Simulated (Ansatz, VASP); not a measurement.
## Bi: VASP beside Ansatz

```
CELL_PARAMETERS angstrom
0.00000 3.45702 3.45702
3.45702 0.00000 3.45702
3.45702 3.45702 0.00000
ATOMIC_POSITIONS crystal
Bi 0.12500 0.12500 0.12500
Bi 0.87500 0.87500 0.87500
```

Alike in both runs: task single point; functional LDA; k mesh 9 × 9 × 9; occupations fermi-dirac, width 0.1 eV; no spin polarisation.

```csv
,VASP,Ansatz
version,VASP 6.6.1,Ansatz 0.2.0
potentials or method,"VASP PAW LDA potentials, release 64 (Bi_d), cutoff 520 eV","plane waves (420 eV) with PAW, scalar-relativistic"
valence electrons in the cell,30,30
```

VASP gave:

| Property | Result |
| --- | --- |
| pressure (GPa) | 3.5 |

Question: What did Ansatz give for the same quantities?

Answer: Pressure (GPa): 3.4.

Ansatz warns that its potentials were made for another functional, while VASP's fit it. LDA's correlation is that of Perdew and Zunger in VASP and of Perdew and Wang (1992) in Ansatz.

Spin-orbit coupling is off throughout.
